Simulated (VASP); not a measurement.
# Ti3Se (P-6m2) in VASP: a series of runs

Ti3Se is run at these levels: PBEsol; tasks: vibrations by perturbation theory.

All numbers are computed with VASP 6.6.1; they aren't measurements. Logs are shortened: lines on timing, memory, paths and dates and some standing lists are left out, and cuts for length are marked.

**1. The cell of the first run**

It takes space group P-6m2 (No. 187, hexagonal). The conventional cell has a = 3.197 Å, b = 3.197 Å, c = 7.943 Å, α = 90.00°, β = 90.00°, γ = 120.00°. Within 3.4 Å of Se (site symmetry -6m2) lie 6 Ti at 2.58 Å and 6 Se at 3.20 Å. Ti (site symmetry -6m2) has 12 Ti at 2.85 to 3.20 Å within 3.8 Å. Ti (site symmetry 3m) has 3 Se at 2.58 Å and 9 Ti at 2.85 to 3.20 Å within 3.4 Å.

**2. Vibrations by perturbation theory, PBEsol**

Input file INCAR:

```
  PREC = Accurate
  ENCUT = 520
  EDIFF = 1E-8
  ISMEAR = -1
  SIGMA = 0.05
  LREAL = False
  LASPH = True
  NELM = 100
  ALGO = Normal
  ISIF = 2
  LWAVE = False
  LCHARG = False
  GGA = PS
  NBANDS = 29
  IBRION = 8
  NSW = 1
```

Input file KPOINTS:

```
regular mesh
0
Gamma
  8 8 4
```

Input file POSCAR:

```
Ti3Se
1.0
    3.1974455988      0.0000000000      0.0000000000
   -1.5987227994      2.7690691158      0.0000000000
    0.0000000000      0.0000000000      7.9427450000
Se Ti
1 3
Direct
    0.0000000000      0.0000000000      0.0000000000
    0.6666666667      0.3333333333      0.5000000000
    0.3333333333      0.6666666667      0.7729020000
    0.3333333333      0.6666666667      0.2270980000
```

Potentials or basis: VASP PAW PBE potentials, release 64 (Se, Ti_sv).

Command:

```console
> cat potpaw_PBE.64/Se/POTCAR potpaw_PBE.64/Ti_sv/POTCAR > POTCAR
> mpirun -np 1 vasp_std > vasp.out
```

OUTCAR:

```text
PREC = Accurate
   ENCUT = 520
   EDIFF = 1E-8
   ISMEAR = -1
   LREAL = False
   LASPH = True
   NELM = 100
   ISIF = 2
   GGA = PS
   IBRION = 8
   NSW = 1

 ion  position               nearest neighbor table
   1  0.000  0.000  0.000-   3 2.58   4 2.58   3 2.58   4 2.58   3 2.58   4 2.58
   2  0.667  0.333  0.500-   3 2.85   4 2.85   3 2.85   4 2.85   3 2.85   4 2.85
   3  0.333  0.667  0.773-   1 2.58   1 2.58   1 2.58   2 2.85   2 2.85   2 2.85
   4  0.333  0.667  0.227-   1 2.58   1 2.58   1 2.58   2 2.85   2 2.85   2 2.85

  LATTYP: Found a hexagonal cell.
 ALAT       =     3.1974455988
 C/A-ratio  =     2.4840907389

  Lattice vectors:

 A1 = (   3.1974455988,   0.0000000000,   0.0000000000)
 A2 = (  -1.5987227994,   2.7690691158,   0.0000000000)
 A3 = (   0.0000000000,   0.0000000000,   7.9427450000)

Analysis of symmetry for initial positions (statically):
=====================================================================
 Subroutine PRICEL returns:
 Original cell was already a primitive cell.

 Routine SETGRP: Setting up the symmetry group for a
 hexagonal supercell.

 Subroutine GETGRP returns: Found 12 space group operations
 (whereof 12 operations were pure point group operations)
 out of a pool of 24 trial point group operations.

The static configuration has the point symmetry D_3h.

Analysis of symmetry for dynamics (positions and initial velocities):
=====================================================================
 Subroutine PRICEL returns:
 Original cell was already a primitive cell.

 Routine SETGRP: Setting up the symmetry group for a
 hexagonal supercell.

 Subroutine GETGRP returns: Found 12 space group operations
 (whereof 12 operations were pure point group operations)
 out of a pool of 24 trial point group operations.

The dynamic configuration has the point symmetry D_3h.

 Subroutine INISYM returns: Found 12 space group operations
 (whereof 12 operations are pure point group operations),
 and found     1 'primitive' translations

----------------------------------------------------------------------------------------

                                     Primitive cell

  volume of cell :      70.3247

  direct lattice vectors                    reciprocal lattice vectors
     3.197445599  0.000000000  0.000000000     0.312749653  0.180566096  0.000000000
    -1.598722799  2.769069116  0.000000000     0.000000000  0.361132192  0.000000000
     0.000000000  0.000000000  7.942745000     0.000000000  0.000000000  0.125901058

  length of vectors
     3.197445599  3.197445599  7.942745000     0.361132192  0.361132192  0.125901058

  position of ions in fractional coordinates (direct lattice)
     0.000000000  0.000000000  0.000000000
     0.666666667  0.333333333  0.500000000
     0.333333333  0.666666667  0.772902000
     0.333333333  0.666666667  0.227098000

  ion indices of the primitive-cell ions
   primitive index   ion index
                 1           1
                 2           2
                 3           3
                 4           4

----------------------------------------------------------------------------------------

[... 120 lines left out ...]

 val. band max:        7.9286647125   @ k =   0.1250   0.0000   0.2500
 cond. band min:       7.9502374515   @ k =   0.1250   0.0000   0.0000
 fundamental gap:      0.0215727389
 Fermi energy:         7.9374545872

 k-point     1 :       0.0000    0.0000    0.0000
  band No.  band energies     occupation
      1     -48.8747      2.00000
      2     -48.8528      2.00000
      3     -48.7087      2.00000
      4     -25.4545      2.00000
      5     -25.3583      2.00000
      6     -25.0789      2.00000
[... 757 lines left out ...]
     28      10.3473      0.00000
     29      10.3574      0.00000

 [... further k-points ...]

------------------------ aborting loop because EDIFF is reached ----------------------------------------

  FORCE on cell =-STRESS in cart. coord.  units (eV):
  Direction    XX          YY          ZZ          XY          YZ          ZX
  --------------------------------------------------------------------------------------
  -------------------------------------------------------------------------------------
  Total       -1.8766526     -1.8766526     -1.9130080      0.0000000      0.0000000      0.0000000
  in kB      -42.7549980    -42.7549980    -43.5832680      0.0000000      0.0000000      0.0000000
  external PRESSURE =     -43.0310880 kB  Pullay stress =       0.0000000 kB

 VOLUME and BASIS-vectors are now :
 -----------------------------------------------------------------------------
  energy-cutoff  :      520.00
  volume of cell :       70.32
      direct lattice vectors                 reciprocal lattice vectors
     3.197445599  0.000000000  0.000000000     0.312749653  0.180566096  0.000000000
    -1.598722799  2.769069116  0.000000000     0.000000000  0.361132192  0.000000000
     0.000000000  0.000000000  7.942745000     0.000000000  0.000000000  0.125901058

 POSITION                                       TOTAL-FORCE (eV/Angst)
 -----------------------------------------------------------------------------------
      0.00000      0.00000      0.00000         0.000000     -0.000000     -0.000000
      1.59872      0.92302      3.97137        -0.000000     -0.000000     -0.000000
     -0.00000      1.84605      6.13896         0.000000      0.000000      0.089005
     -0.00000      1.84605      1.80378         0.000000      0.000000     -0.089005
 -----------------------------------------------------------------------------------
    total drift:                                0.000000     -0.000000     -0.000000

  FREE ENERGIE OF THE ION-ELECTRON SYSTEM (eV)
  ---------------------------------------------------
  free  energy   TOTEN  =       -30.9055053191 eV

  energy  without entropy=      -30.8765966192  energy(sigma->0) =      -30.89105097

[... ionic steps 2 to 9 ...]

--------------------------------------- Ionic step       10  -------------------------------------------

------------------------ aborting loop because EDIFF is reached ----------------------------------------

[... ionic steps 11 to 11 ...]

--------------------------------------- Ionic step       12  -------------------------------------------

 Free energy of the ion-electron system (eV)
  ---------------------------------------------------
  ---------------------------------------------------
  free energy    TOTEN  =        -0.76825139 eV

  energy without entropy =       -0.76826060

------------------------ aborting loop because EDIFF is reached ----------------------------------------

 INTERNAL STRAIN TENSOR  FOR ION    3  DIRECTION 3   (eV/Angst):
 -----------------------------------------------------------------------------
     2.28091  0.00000  0.00000
     0.00000  2.28091 -0.00000
     0.00000  0.00000  4.27184

 INTERNAL STRAIN TENSOR FOR ION    4 for displacements in x,y,z  (eV/Angst):
          X           Y           Z          XY          YZ          ZX
  --------------------------------------------------------------------------------
  x     0.00000     0.00000    -0.00000     0.35237     0.00000    -5.00611
  y     0.35237    -0.35237     0.00000     0.00000    -3.87526    -0.00000
  z    -2.28091    -2.28091    -4.27184     0.00000     0.00000     0.00000

 SECOND DERIVATIVES (NOT SYMMETRIZED)
 ------------------------------------
               1X          1Y          1Z          2X          2Y          2Z          3X          3Y          3Z          4X          4Y          4Z
  1X    -6.881004    0.000000    0.000000   -0.131235   -0.000000    0.000000    3.506120    0.000000    0.000000    3.506120    0.000000    0.000000
  1Y     0.000000   -6.881004    0.000000    0.000000   -0.131235    0.000000    0.000000    3.506120    0.000000    0.000000    3.506120   -0.000000
  1Z     0.000000    0.000000   -9.448834    0.000000    0.000000    0.993347    0.000000    0.000000    4.227743    0.000000   -0.000000    4.227743
  2X    -0.121015   -0.000000    0.000000   -2.146579    0.000000    0.000000    1.133797    0.000000    0.000000    1.133797    0.000000    0.000000
  2Y     0.000000   -0.121015    0.000000   -0.000000   -2.146579    0.000000    0.000000    1.133797    0.000000    0.000000    1.133797    0.000000
  2Z     0.000000    0.000000    0.954260    0.000000    0.000000   -8.418309    0.000000   -0.000000    3.732024    0.000000    0.000000    3.732024
  3X     3.502304    0.000000    0.000000    1.127463   -0.000000   -0.000000   -5.280394    0.000000    0.000000    0.650628    0.000000    0.000000
  3Y    -0.000000    3.502304    0.000000    0.000000    1.127463    0.000000    0.000000   -5.280394    0.000000   -0.000000    0.650628   -0.000000
  3Z     0.000000   -0.000000    4.247996   -0.000000   -0.000000    3.725382    0.000000    0.000000   -9.400018    0.000000   -0.000000    1.426640
  4X     3.502304    0.000000   -0.000000    1.127463   -0.000000   -0.000000    0.650628    0.000000    0.000000   -5.280394    0.000000    0.000000
  4Y     0.000000    3.502304    0.000000   -0.000000    1.127463    0.000000    0.000000    0.650628    0.000000   -0.000000   -5.280394   -0.000000
  4Z     0.000000    0.000000    4.247996   -0.000000   -0.000000    3.725382    0.000000    0.000000    1.426640   -0.000000   -0.000000   -9.400018

 Eigenvectors and eigenvalues of the dynamical matrix
 ----------------------------------------------------

   1 f  =    8.587082 THz    53.954229 2PiTHz  286.434234 cm-1    35.513303 meV
             X         Y         Z           dx          dy          dz
      0.000000  0.000000  0.000000     0.000000   -0.000000   -0.338504
      1.598723  0.923023  3.971373     0.000000   -0.000000   -0.595085
     -0.000000  1.846046  6.138963     0.000000    0.000000    0.515407
     -0.000000  1.846046  1.803782    -0.000000    0.000000    0.515407
[... 71 lines left out ...]
  12 f/i=    0.008231 THz     0.051717 2PiTHz    0.274557 cm-1     0.034041 meV
             X         Y         Z           dx          dy          dz
      0.000000  0.000000  0.000000    -0.454868    0.385692    0.000000
      1.598723  0.923023  3.971373    -0.352213    0.298648    0.000000
     -0.000000  1.846046  6.138963    -0.354109    0.300255    0.000000
     -0.000000  1.846046  1.803782    -0.354109    0.300255    0.000000

--------------------------------------------------------------------------------------------------------

 ELASTIC MODULI CONTR FROM IONIC RELAXATION (kBar)
 Direction    XX          YY          ZZ          XY          YZ          ZX
 --------------------------------------------------------------------------------
 XX        -241.2503    197.4591    -41.0075     -0.0000      0.0000      0.0000
 YY         197.4591   -241.2503    -41.0075      0.0000     -0.0000     -0.0000
 ZZ         -41.0075    -41.0075    -76.8014     -0.0000     -0.0000     -0.0000
 XY          -0.0000      0.0000     -0.0000   -219.3547     -0.0000      0.0000
 YZ           0.0000     -0.0000     -0.0000     -0.0000   -115.3734     -0.0000
 ZX           0.0000     -0.0000     -0.0000      0.0000     -0.0000   -192.5324
 --------------------------------------------------------------------------------
```

Run time: 41 min. Hardware: 1 thread of Intel Xeon Platinum 8375C at 2.90GHz (Ice Lake), shared host; peak memory 0.61 GiB.

Results:

```yaml
Highest_phonon_frequency_at_Γ_LO-TO_splitting_left_out: 286 cm⁻¹
```

Phonon frequencies in cm⁻¹ (negative: imaginary):
| q point | frequencies |
| --- | --- |
| (0.000, 0.000, 0.000) | 0 0 0 118 118 184 184 209 220 220 248 286 |

Caveat: the cell stands under pressure or tension, which shifts response properties; the PAW data sets were made with another functional, which shifts forces and pressure a little.

**3. Vibrations by perturbation theory, PBEsol**

INCAR is that of step 2.

KPOINTS is that of step 2.

POSCAR is that of step 2.

Potentials or basis: VASP PAW PBE potentials, release 64 (Se, Ti_sv).

Command:

```console
> cat potpaw_PBE.64/Se/POTCAR potpaw_PBE.64/Ti_sv/POTCAR > POTCAR
> mpirun -np 1 vasp_std > vasp.out
```

OUTCAR:

```text
PREC = Accurate
   ENCUT = 520
   EDIFF = 1E-8
   ISMEAR = -1
   LREAL = False
   LASPH = True
   NELM = 100
   ISIF = 2
   GGA = PS
   IBRION = 8
   NSW = 1

 ion  position               nearest neighbor table
   1  0.000  0.000  0.000-   3 2.58   4 2.58   3 2.58   4 2.58   3 2.58   4 2.58
   2  0.667  0.333  0.500-   3 2.85   4 2.85   3 2.85   4 2.85   3 2.85   4 2.85
   3  0.333  0.667  0.773-   1 2.58   1 2.58   1 2.58   2 2.85   2 2.85   2 2.85
   4  0.333  0.667  0.227-   1 2.58   1 2.58   1 2.58   2 2.85   2 2.85   2 2.85

  LATTYP: Found a hexagonal cell.
 ALAT       =     3.1974455988
 C/A-ratio  =     2.4840907389

  Lattice vectors:

 A1 = (   3.1974455988,   0.0000000000,   0.0000000000)
 A2 = (  -1.5987227994,   2.7690691158,   0.0000000000)
 A3 = (   0.0000000000,   0.0000000000,   7.9427450000)
[... 1029 lines left out ...]
  1Z     0.000000    0.000000   -9.447791    0.000000    0.000000    0.992623    0.000000    0.000000    4.227584    0.000000   -0.000000    4.227584
  2X    -0.121014    0.000000    0.000000   -2.148401    0.000000    0.000000    1.134707    0.000000    0.000000    1.134707    0.000000    0.000000
  2Y     0.000000   -0.121014    0.000000    0.000000   -2.148401    0.000000    0.000000    1.134707   -0.000000    0.000000    1.134707    0.000000
  2Z    -0.000000   -0.000000    0.955806    0.000000    0.000000   -8.416797    0.000000    0.000000    3.730495    0.000000   -0.000000    3.730495
  3X     3.502469    0.000000    0.000000    1.128425    0.000000   -0.000000   -5.282121    0.000000    0.000000    0.651227    0.000000    0.000000
  3Y     0.000000    3.502469   -0.000000    0.000000    1.128425    0.000000    0.000000   -5.282121    0.000000   -0.000000    0.651227    0.000000
  3Z    -0.000000    0.000000    4.247948    0.000000    0.000000    3.726710   -0.000000    0.000000   -9.401863    0.000000    0.000000    1.427205
  4X     3.502469    0.000000    0.000000    1.128425    0.000000    0.000000    0.651227    0.000000    0.000000   -5.282121    0.000000   -0.000000
  4Y     0.000000    3.502469   -0.000000    0.000000    1.128425   -0.000000   -0.000000    0.651227    0.000000    0.000000   -5.282121   -0.000000
  4Z     0.000000   -0.000000    4.247948    0.000000    0.000000    3.726710    0.000000   -0.000000    1.427205    0.000000   -0.000000   -9.401863

 Eigenvectors and eigenvalues of the dynamical matrix
 ----------------------------------------------------

   1 f  =    8.587012 THz    53.953788 2PiTHz  286.431891 cm-1    35.513012 meV
             X         Y         Z           dx          dy          dz
      0.000000  0.000000  0.000000    -0.000000    0.000000   -0.338506
      1.598723  0.923023  3.971373    -0.000000    0.000000   -0.594990
     -0.000000  1.846046  6.138963     0.000000   -0.000000    0.515461
     -0.000000  1.846046  1.803782     0.000000   -0.000000    0.515461
[... 71 lines left out ...]
  12 f/i=    0.008225 THz     0.051678 2PiTHz    0.274350 cm-1     0.034015 meV
             X         Y         Z           dx          dy          dz
      0.000000  0.000000  0.000000     0.546289    0.239257   -0.000000
      1.598723  0.923023  3.971373     0.422993    0.185257   -0.000000
     -0.000000  1.846046  6.138963     0.425265    0.186252   -0.000000
     -0.000000  1.846046  1.803782     0.425265    0.186252   -0.000000

--------------------------------------------------------------------------------------------------------

 ELASTIC MODULI CONTR FROM IONIC RELAXATION (kBar)
 Direction    XX          YY          ZZ          XY          YZ          ZX
 --------------------------------------------------------------------------------
 XX        -241.1003    197.3027    -40.9652     -0.0000     -0.0000     -0.0000
 YY         197.3027   -241.1003    -40.9652     -0.0000      0.0000      0.0000
 ZZ         -40.9652    -40.9652    -76.6321     -0.0000     -0.0000      0.0000
 XY          -0.0000     -0.0000     -0.0000   -219.2015      0.0000     -0.0000
 YZ          -0.0000      0.0000     -0.0000      0.0000   -115.3048     -0.0000
 ZX          -0.0000      0.0000      0.0000     -0.0000     -0.0000   -192.4310
 --------------------------------------------------------------------------------
```

OSZICAR:

```text
N       E                     dE             d eps       ncg     rms          rms(c)
DAV:   1     0.515941162826E+03    0.51594E+03   -0.21610E+04  1740   0.173E+03
DAV:   2     0.314329975654E+02   -0.48451E+03   -0.47446E+03  1765   0.518E+02
DAV:   3    -0.289287523917E+02   -0.60362E+02   -0.58826E+02  2984   0.153E+02
[... 165 lines left out ...]
RMM:  18    -0.768251315654E+00   -0.83869E-07   -0.86909E-06  5196   0.120E-03    0.886E-05
RMM:  19    -0.768251332631E+00   -0.16977E-07   -0.80681E-06  5042   0.106E-03    0.959E-05
RMM:  20    -0.768251391377E+00   -0.58747E-07   -0.73373E-06  5191   0.952E-04    0.107E-04
RMM:  21    -0.768251382131E+00    0.92468E-08   -0.68724E-06  5054   0.876E-04    0.120E-04
RMM:  22    -0.768251460276E+00   -0.78145E-07   -0.63525E-06  5065   0.815E-04    0.138E-04
RMM:  23    -0.768251447362E+00    0.12914E-07   -0.59484E-06  4603   0.781E-04    0.123E-04
 Linear response finished
```

Wall time 43 min (1 thread of Oxide Virtual Turin-like, shared host); peak memory 0.58 GiB.

Results:

* Highest phonon frequency at Γ, LO-TO splitting left out: 286 cm⁻¹

Phonon frequencies in cm⁻¹ (negative: imaginary):
| q point | frequencies |
| --- | --- |
| (0.000, 0.000, 0.000) | 0 0 0 118 118 184 184 209 220 220 248 286 |

Caveat: the cell stands under pressure or tension, which shifts response properties; the PAW data sets were made with another functional, which shifts forces and pressure a little.
